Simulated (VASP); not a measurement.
# Sc12H (a cell with a defect) in VASP: a series of runs

Sc12H (a cell with a defect) is run at these levels: PBE+D3(BJ); tasks: single point.

Program: VASP 6.6.1. These are calculated values, not measurements. Logs are shortened: lines on timing, memory, paths and dates and some standing lists are left out, and cuts for length are marked.

### Step 1. The cell of the first run

The cell holds a defect, 13 atoms: a = 6.620 Å, b = 9.930 Å, c = 5.276 Å, α = 90.00°, β = 90.00°, γ = 120.00°.

### Step 2. Single point, PBE+D3(BJ)

INCAR

```
PREC = Accurate
ENCUT = 520
EDIFF = 1E-6
ISMEAR = -1
SIGMA = 0.1
LREAL = False
LASPH = True
NELM = 100
ALGO = Normal
ISIF = 2
LWAVE = False
LCHARG = False
GGA = PE
IVDW = 12
NBANDS = 78
```

KPOINTS

```
regular mesh
0
Gamma
  3 2 3
```

POSCAR

```
Sc12H
1.0
    6.6200000000      0.0000000000      0.0000000000
   -4.9650000000      8.5996320000      0.0000000000
    0.0000000000      0.0000000000      5.2761400000
Sc H
12 1
Direct
   -0.0338173034     -0.0055932626     -0.0342106161
    0.1791200982      0.2413242799      0.5069046689
    0.0299934902      0.3327002830      0.0318225066
    0.1552344140      0.5438372247      0.5055210817
    0.0281248332      0.6474695661     -0.0405978613
    0.1586746390      0.9189579275      0.4457235782
    0.4671024567     -0.0128261302      0.0175128029
    0.7003699341      0.2206140914      0.5458915040
    0.5139190956      0.3439565786      0.0266293161
    0.6403458310      0.5299877948      0.4996455742
    0.5368015877      0.6939831844      0.0111634642
    0.6226523365      0.8775142936      0.4850515718
    0.3942621500      0.1717050218      0.7054778683
```

Potentials or basis: VASP PAW PBE potentials, release 64 (Sc_sv, H).

The run is started by

```
$ cat potpaw_PBE.64/Sc_sv/POTCAR potpaw_PBE.64/H/POTCAR > POTCAR
$ mpirun -np 1 vasp_std > vasp.out
```

OUTCAR:

```text
PREC = Accurate
   ENCUT = 520
   EDIFF = 1E-6
   ISMEAR = -1
   LREAL = False
   LASPH = True
   NELM = 100
   ISIF = 2
   GGA = PE
   IVDW = 12
 IVDW          = 12

 ion  position               nearest neighbor table
   1  0.966  0.994  0.966-  11 2.93   6 3.09   3 3.19  12 3.21   2 3.23   6 3.27   7 3.28   7 3.36
                            12 3.37
   2  0.179  0.241  0.507-  13 2.14  10 2.96   3 3.00   8 3.08   4 3.09   6 3.15   9 3.18   3 3.22
                             1 3.23   9 3.35
   3  0.030  0.333  0.032-   2 3.00   4 3.10   9 3.15   5 3.16   8 3.19   1 3.19   2 3.22   8 3.31
                             4 3.33
   4  0.155  0.544  0.506-   5 2.89   2 3.09   3 3.10   8 3.12  12 3.21  10 3.28   5 3.31   3 3.33
                            10 3.34  11 3.41
   5  0.028  0.647  0.959-   4 2.89   3 3.16  11 3.17   7 3.18   9 3.25  10 3.29   4 3.31
   6  0.159  0.919  0.446-   7 2.89   1 3.09   2 3.15   1 3.27  12 3.30  12 3.37   8 3.37
   7  0.467  0.987  0.018-   6 2.89  12 3.07  11 3.17   5 3.18   8 3.22   1 3.28  12 3.36   1 3.36
                             9 3.40
   8  0.700  0.221  0.546-  13 2.02   2 3.08   4 3.12   3 3.19  12 3.20   7 3.22  10 3.30   3 3.31
                             9 3.31   6 3.37
   9  0.514  0.344  0.027-  10 2.97   3 3.15   2 3.18  10 3.21   5 3.25   8 3.31   2 3.35   7 3.40
                            11 3.40
  10  0.640  0.530  0.500-   2 2.96   9 2.97   9 3.21   4 3.28   5 3.29   8 3.30  11 3.30   4 3.34
                            11 3.39
  11  0.537  0.694  0.011-   1 2.93  12 2.98   7 3.17   5 3.17  12 3.21  10 3.30  10 3.39   9 3.40
                             4 3.41
  12  0.623  0.878  0.485-  11 2.98   7 3.07   8 3.20   4 3.21   1 3.21  11 3.21   6 3.30   7 3.36
                             6 3.37   1 3.37
  13  0.394  0.172  0.705-   8 2.02   2 2.14

  LATTYP: Found a simple monoclinic cell.
 ALAT       =     6.6200000000
 B/A-ratio  =     0.7970000000
 C/A-ratio  =     1.3228756170
 COS(beta)  =    -0.1889822420

  Lattice vectors:

 A1 = (   6.6200000000,   0.0000000000,   0.0000000000)
 A2 = (   0.0000000000,   0.0000000000,   5.2761400000)
 A3 = (  -1.6550000000,  -8.5996320000,   0.0000000000)

Analysis of symmetry for initial positions (statically):
=====================================================================
 Subroutine PRICEL returns:
 Original cell was already a primitive cell.

 Routine SETGRP: Setting up the symmetry group for a
 simple monoclinic supercell.

 Subroutine GETGRP returns: Found  1 space group operations
 (whereof  1 operations were pure point group operations)
 out of a pool of  4 trial point group operations.

The static configuration has the point symmetry C_1 .

Analysis of symmetry for dynamics (positions and initial velocities):
=====================================================================
 Subroutine PRICEL returns:
 Original cell was already a primitive cell.

 Routine SETGRP: Setting up the symmetry group for a
 simple monoclinic supercell.

 Subroutine GETGRP returns: Found  1 space group operations
 (whereof  1 operations were pure point group operations)
 out of a pool of  4 trial point group operations.

The dynamic configuration has the point symmetry C_1 .

 Subroutine INISYM returns: Found  1 space group operations
 (whereof  1 operations are pure point group operations),
 and found     1 'primitive' translations

----------------------------------------------------------------------------------------

                                     Primitive cell

  volume of cell :     300.3683

  direct lattice vectors                    reciprocal lattice vectors
     6.620000000  0.000000000  0.000000000     0.151057402  0.087213034  0.000000000
    -4.965000000  8.599632000  0.000000000     0.000000000  0.116284046  0.000000000
     0.000000000  0.000000000  5.276140000     0.000000000  0.000000000  0.189532499

  length of vectors
     6.620000000  9.929999775  5.276140000     0.174426065  0.116284046  0.189532499

  position of ions in fractional coordinates (direct lattice)
     0.966182697  0.994406737  0.965789384
     0.179120098  0.241324280  0.506904669
     0.029993490  0.332700283  0.031822507
     0.155234414  0.543837225  0.505521082
     0.028124833  0.647469566  0.959402139
[... 61 lines left out ...]
|     Results are often still useful ...                                      |
|                                                                             |
 -----------------------------------------------------------------------------

 Subroutine IBZKPT returns following result:
 ===========================================

 Found     10 irreducible k-points:

 Following reciprocal coordinates:
            Coordinates               Weight
  0.000000  0.000000  0.000000      1.000000
  0.333333  0.000000  0.000000      2.000000
  0.000000  0.500000  0.000000      1.000000
  0.333333  0.500000  0.000000      2.000000
  0.000000  0.000000  0.333333      2.000000
  0.333333  0.000000  0.333333      2.000000
 -0.333333 -0.000000  0.333333      2.000000
  0.000000  0.500000  0.333333      2.000000
  0.333333  0.500000  0.333333      2.000000
 -0.333333  0.500000  0.333333      2.000000
   k-points           NKPTS =     10   k-points in BZ     NKDIM =     10   number of bands    NBANDS=     78
   number of dos      NEDOS =    301   number of ions     NIONS =     13
   total plane-waves  NPLWV = 160000
   dimension x,y,z NGX =    50 NGY =   80 NGZ =   40
   dimension x,y,z NGXF=   100 NGYF=  160 NGZF=   80
   ions per type =              12   1
   NGX,Y,Z   is equivalent  to a cutoff of  12.56, 13.39, 12.60 a.u.
   NGXF,Y,Z  is equivalent  to a cutoff of  25.11, 26.79, 25.21 a.u.
 SYSTEM =  unknown system
   PREC   = accura    normal or accurate (medium, high low for compatibility)
   ISTART =      0    job   : 0-new  1-cont  2-samecut
   ICHARG =      2    charge: 1-file 2-atom 10-const
   ISPIN  =      1    spin polarized calculation?
   LNONCOLLINEAR =      F non collinear calculations
   LSORBIT =      F    spin-orbit coupling
   LASPH  =      T    aspherical Exc in radial PAW
   ENCUT  =  520.0 eV  38.22 Ry    6.18 a.u.  12.31 18.46  9.81*2*pi/ulx,y,z
   NELM   =    100;   NELMIN=  2; NELMDL= -5     # of ELM steps
   EDIFF  = 0.1E-05   stopping-criterion for ELM
   LREAL  =      F    real-space projection
   EDIFFG = 0.1E-04   stopping-criterion for IOM
   NSW    =      0    number of steps for IOM
   IBRION =     -1    ionic relax: 0-MD 1-quasi-New 2-CG
   NFREE  =      0    steps in history (QN), initial steepest desc. (CG)
   ISIF   =      2    stress and relaxation
   ISYM   =      2    0-nonsym 1-usesym 2-fastsym
   POTIM  = 0.5000    time-step for ionic-motion
   TEBEG  =    0.0;   TEEND  =   0.0 temperature during run
   PSTRESS=    0.0 pullay stress
   NELECT =     133.0000    total number of electrons
   NUPDOWN=      -1.0000    fix difference up-down
   EMIN   =  10.00;   EMAX   =-10.00  energy-range for DOS
   EFERMI =   0.00;   METHOD = LEGACY
   ISMEAR =    -1;   SIGMA  =   0.10  broadening in eV -4-tet -1-fermi 0-gaus
   EFERMI_NEDOS =   21; number of points for ismear=-14 and -15
   IALGO  =     38    algorithm
   IMIX   =      4    mixing-type and parameters
     AMIX     =   0.40;   BMIX     =  1.00
     AMIX_MAG =   1.60;   BMIX_MAG =  1.00
  volume/ion in A,a.u.               =      23.11       155.92
  Fermi-wavevector in a.u.,A,eV,Ry     =   1.247788  2.357977 21.183915  1.556974
  Thomas-Fermi vector in A             =   2.381904
   LORBIT       =      0    0 simple, 1 ext, 2 COOP (PROOUT), +10 PAW based schemes
   GGA     = PE    functional components
   LHFCALC =     F    Hartree Fock is set to
   AEXX    =    0.0000 exact exchange contribution
   IVDW    =    12    specifies the selected vdW correction
   LEPSILON=     F    determine dielectric tensor
   LRPA    =     F    only Hartree local field effects (RPA)
 non-spin polarized calculation
  energy-cutoff  :      520.00
  volume of cell :      300.37
 maximum number of plane-waves:      8103
 NGX is ok and might be reduce to    50
   NGX = 25   NGY = 37   NGZ = 19

 number of electron     133.0000003 magnetization

 Free energy of the ion-electron system (eV)
  ---------------------------------------------------
  ext. energy  EPLUGINS =         0.00000000
  ---------------------------------------------------
  free energy    TOTEN  =       -77.69056247 eV

  energy without entropy =      -76.91101161  energy(sigma->0) =      -77.30078704

 E-fermi :   3.6341     XC(G=0):  -9.8407

 val. band max:        3.6221474230   @ k =   0.0000   0.5000   0.3333
 cond. band min:       3.6522053447   @ k =  -0.3333   0.5000   0.3333
 fundamental gap:      0.0300579216
 Fermi energy:         3.6341479960

 k-point     1 :       0.0000    0.0000    0.0000
  band No.  band energies     occupation
      1     -45.9954      2.00000
      2     -45.8738      2.00000
      3     -45.8557      2.00000
      4     -45.8121      2.00000
      5     -45.7811      2.00000
      6     -45.7306      2.00000
[... 799 lines left out ...]
     77       4.5756      0.00016
     78       4.6088      0.00012

------------------------ aborting loop because EDIFF is reached ----------------------------------------

 Edisp (eV)   -4.71630

 E8    (eV) :    -2.2681

  FORCE on cell =-STRESS in cart. coord.  units (eV):
  Direction    XX          YY          ZZ          XY          YZ          ZX
  --------------------------------------------------------------------------------------
  -------------------------------------------------------------------------------------
  Total      -3.76758    -3.41204    -4.49360    -0.09515     0.28333    -1.56525
  in kB     -20.09644   -18.19998   -23.96905    -0.50752     1.51129    -8.34913
  external pressure =      -20.76 kB  Pullay stress =        0.00 kB

 VOLUME and BASIS-vectors are now :
 -----------------------------------------------------------------------------
  energy-cutoff  :      520.00
  volume of cell :      300.37
      direct lattice vectors                 reciprocal lattice vectors
     6.620000000  0.000000000  0.000000000     0.151057402  0.087213034  0.000000000
    -4.965000000  8.599632000  0.000000000     0.000000000  0.116284046  0.000000000
     0.000000000  0.000000000  5.276140000     0.000000000  0.000000000  0.189532499

 POSITION                                       TOTAL-FORCE (eV/Angst)
 -----------------------------------------------------------------------------------
      1.45890      8.55153      5.09564         0.202114      0.721007      0.067782
     -0.01240      2.07530      2.67450         0.489652     -0.930063      0.240055
     -1.45330      2.86110      0.16790        -0.507845      0.262178     -0.315926
     -1.67250      4.67680      2.66720         0.365005      0.359665     -0.496100
     -3.02850      5.56800      5.06194        -1.187783      0.774075      0.758035
     -3.51220      7.90270      2.35170         0.080331     -0.922055      0.786723
     -1.80910      8.48933      0.09240         0.377207      0.596969     -0.752479
      3.54110      1.89720      2.88020        -0.567300      0.027818     -0.494504
      1.69440      2.95790      0.14050         0.363951     -0.774720     -0.611169
      1.60770      4.55770      2.63620         0.397868      1.374015      0.240282
      0.10800      5.96800      0.05890         0.051655     -1.614744     -0.303530
     -0.23490      7.54630      2.55920         0.262311      0.405808      0.469610
      1.75750      1.47660      3.72220        -0.327167     -0.279951      0.411223
 -----------------------------------------------------------------------------------
    total drift:                               -0.000230     -0.000489     -0.000287

  FREE ENERGIE OF THE ION-ELECTRON SYSTEM (eV)
  ---------------------------------------------------
  free  energy   TOTEN  =       -82.4068605711 eV

  energy  without entropy=      -81.6273097066  energy(sigma->0) =      -82.01708514
```

Wall time 12 min (1 thread of Intel Xeon Platinum 8488C (Sapphire Rapids), shared host); peak memory 0.44 GiB.

What came out:

- Free energy: -82.4069 eV
- Pressure: -2.1 GPa
- Largest force: 1.644 eV/Å
- Band gap on the k mesh: zero (an odd number of electrons rules out a gap without spin polarisation)
- Dispersion energy per atom: -0.363 eV

Forces in eV/Å, atoms in the order of the input:
```
Sc   0.202  0.721  0.068
Sc   0.490 -0.930  0.240
Sc  -0.508  0.262 -0.316
Sc   0.365  0.360 -0.496
Sc  -1.188  0.774  0.758
Sc   0.080 -0.922  0.787
Sc   0.377  0.597 -0.752
Sc  -0.567  0.028 -0.495
Sc   0.364 -0.775 -0.611
Sc   0.398  1.374  0.240
Sc   0.052 -1.615 -0.304
Sc   0.262  0.406  0.470
H   -0.327 -0.280  0.411
```

Stress tensor (GPa, compression positive):
```
-2.01 -0.05 -0.83
-0.05 -1.82  0.15
-0.83  0.15 -2.40
```

Levels at points of the mesh, in eV from the Fermi level:
| k point | band 64 | band 65 | band 66 | band 67 | band 68 | band 69 |
| --- | --- | --- | --- | --- | --- | --- |
| (0.00, 0.00, 0.00) | -0.42 | -0.37 | -0.27 | -0.19 | -0.08 | 0.03 |
| (0.00, 0.50, 0.00) | -0.48 | -0.35 | -0.26 | -0.18 | -0.10 | -0.04 |

Caveat: the k points lie up to 0.40 Å⁻¹ apart, too coarse for converged energies and pressures of a metal; the atoms stand as in a frame of molecular dynamics.

### Step 3. Single point, PBE+D3(BJ)

INCAR

```
  PREC = Accurate
  ENCUT = 520
  EDIFF = 1E-6
  ISMEAR = -1
  SIGMA = 0.1
  LREAL = False
  LASPH = True
  NELM = 60
  ALGO = Normal
  ISIF = 2
  LWAVE = False
  LCHARG = False
  GGA = PE
  IVDW = 12
  NBANDS = 78
```

KPOINTS is that of step 2.

POSCAR

```
Sc12H
1.0
    6.6200000000      0.0000000000      0.0000000000
   -4.9650000000      8.5996320000      0.0000000000
    0.0000000000      0.0000000000      5.2761400000
Sc H
12 1
Direct
   -0.0112670365      0.0033257237      0.0167357197
    0.1827945914      0.2272306536      0.4684674781
    0.0004608514      0.3331421624     -0.0073917675
    0.1570664446      0.5368136683      0.5095581239
   -0.0057362567      0.6373063406     -0.0248477106
    0.2083192468      0.9224115637      0.5372298688
    0.4963596358     -0.0165355913     -0.0015352132
    0.6871015037      0.2210094571      0.4845966938
    0.4632949066      0.3393982440     -0.0525573620
    0.6294930011      0.5363834173      0.4862266733
    0.5042741897      0.7000997252      0.0556656950
    0.6883015514      0.8926195912      0.5282839348
    0.3074428290      0.1147374678      0.7326947352
```

Potentials or basis: VASP PAW PBE potentials, release 64 (Sc_sv, H).

The run is started by

```
$ cat potpaw_PBE.64/Sc_sv/POTCAR potpaw_PBE.64/H/POTCAR > POTCAR
$ mpirun -np 1 vasp_std > vasp.out
```

OUTCAR:

```text
PREC = Accurate
   ENCUT = 520
   EDIFF = 1E-6
   ISMEAR = -1
   LREAL = False
   LASPH = True
   NELM = 60
   ISIF = 2
   GGA = PE
   IVDW = 12
 IVDW          = 12

 ion  position               nearest neighbor table
   1  0.989  0.003  0.017-   2 3.07  12 3.10  11 3.12   7 3.17  12 3.20   6 3.21   3 3.24   9 3.26
                             6 3.39
   2  0.183  0.227  0.468-   9 3.00  10 3.02   1 3.07   6 3.14   4 3.17   3 3.18   9 3.19   8 3.25
                            12 3.31   8 3.37   3 3.39
   3  0.000  0.333  0.993-   5 3.04   9 3.04   4 3.09   8 3.16   2 3.18   8 3.23   1 3.24   4 3.24
[... 1065 lines left out ...]
  energy-cutoff  :      520.00
  volume of cell :      300.37
      direct lattice vectors                 reciprocal lattice vectors
     6.620000000  0.000000000  0.000000000     0.151057402  0.087213034  0.000000000
    -4.965000000  8.599632000  0.000000000     0.000000000  0.116284046  0.000000000
     0.000000000  0.000000000  5.276140000     0.000000000  0.000000000  0.189532499

 POSITION                                       TOTAL-FORCE (eV/Angst)
 -----------------------------------------------------------------------------------
      6.52890      0.02860      0.08830         0.567921      0.173687     -0.086537
      0.08190      1.95410      2.47170        -0.375841     -0.470717      0.118095
     -1.65100      2.86490      5.23714        -0.051245     -0.127493     -0.038113
     -1.62550      4.61640      2.68850         0.051330      0.712094     -0.152915
      3.41780      5.48060      5.14504        -1.029254      0.928030      0.581621
     -3.20070      7.93240      2.83450        -0.108801     -1.547037     -1.001572
     -1.59700      8.45743      5.26804        -0.466691      1.019531      0.513356
      3.45130      1.90060      2.55680        -0.494763      0.118725      0.034083
      1.38190      2.91870      4.99884         0.875369     -0.330960      0.611904
      1.50410      4.61270      2.56540         0.753510      0.821636     -0.168651
     -0.13770      6.02060      0.29370         0.637426     -1.650857     -0.859964
      0.12470      7.67620      2.78730        -0.419757     -0.085411      0.065389
      1.46560      0.98670      3.86580         0.060797      0.438771      0.383303
 -----------------------------------------------------------------------------------
    total drift:                               -0.000383     -0.000013     -0.000312

  FREE ENERGIE OF THE ION-ELECTRON SYSTEM (eV)
  ---------------------------------------------------
  free  energy   TOTEN  =       -82.5460211721 eV

  energy  without entropy=      -81.7850638586  energy(sigma->0) =      -82.16554252
```

Run time: 12 min. Hardware: 1 thread of Intel Xeon Platinum 8488C (Sapphire Rapids), shared host; peak memory 0.44 GiB.

Results:

| Item | Value |
| --- | --- |
| Free energy | -82.5460 eV |
| Pressure | -1.8 GPa |
| Largest force | 1.968 eV/Å |
| Band gap on the k mesh | zero (an odd number of electrons rules out a gap without spin polarisation) |
| Dispersion energy per atom | -0.363 eV |

Forces on the atoms (eV/Å):
```
Sc   0.568  0.174 -0.087
Sc  -0.376 -0.471  0.118
Sc  -0.051 -0.127 -0.038
Sc   0.051  0.712 -0.153
Sc  -1.029  0.928  0.582
Sc  -0.109 -1.547 -1.002
Sc  -0.467  1.020  0.513
Sc  -0.495  0.119  0.034
Sc   0.875 -0.331  0.612
Sc   0.754  0.822 -0.169
Sc   0.637 -1.651 -0.860
Sc  -0.420 -0.085  0.065
H    0.061  0.439  0.383
```

Caveat: the k points lie up to 0.40 Å⁻¹ apart, too coarse for converged energies and pressures of a metal; the atoms stand as in a frame of molecular dynamics.

The gap in the log of VASP goes by the Fermi energy; the results here count the filled bands.